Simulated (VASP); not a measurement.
## Si: single point with r2SCAN

The system is Si.

```xyz
2
Lattice="0.0000 2.7136 2.7136 2.7136 0.0000 2.7136 2.7136 2.7136 0.0000" Properties=species:S:1:pos:R:3 pbc="T T T"
Si    4.0703    4.0703    4.0703
Si    2.7136    2.7136    2.7136
```

```yaml
Program: VASP 6.6.1
Task: single point
Functional: r2SCAN
Potentials_or_basis: VASP PAW PBE potentials, release 64 (Si)
Cutoff: 520 eV
k_mesh: 10 × 10 × 10
Occupations: gaussian, width 0.02 eV
Spin: no spin polarisation
Dipole_correction: no
Further_INCAR_settings: ALGO = Normal; EDIFF = 1e-06; NBANDS = 11
```

```yaml
Pressure: 0.7 GPa
Band_gap_on_the_k_mesh: 0.78 eV, indirect (least direct gap 2.76 eV)
```

Levels at points of the mesh, in eV from the valence-band top:
| k point | band 2 | band 3 | band 4 | band 5 | band 6 | band 7 |
| --- | --- | --- | --- | --- | --- | --- |
| (0.00, 0.00, 0.00) | 0.00 | 0.00 | 0.00 | 2.76 | 2.76 | 2.76 |
| (0.50, 0.00, 0.00) | -7.28 | -1.27 | -1.27 | 1.89 | 3.59 | 3.59 |
| (0.50, 0.50, 0.00) | -8.16 | -3.02 | -3.02 | 0.92 | 0.92 | 10.90 |

It took 100 s on 1 thread of Intel(R) Xeon(R) Platinum 8259CL CPU @ 2.50GHz (Skylake/Cascade Lake), on a shared host, peak memory 0.17 GiB.

Caveat: the PAW data sets were made with another functional, which shifts forces and pressure a little. A k mesh can miss the band edges.
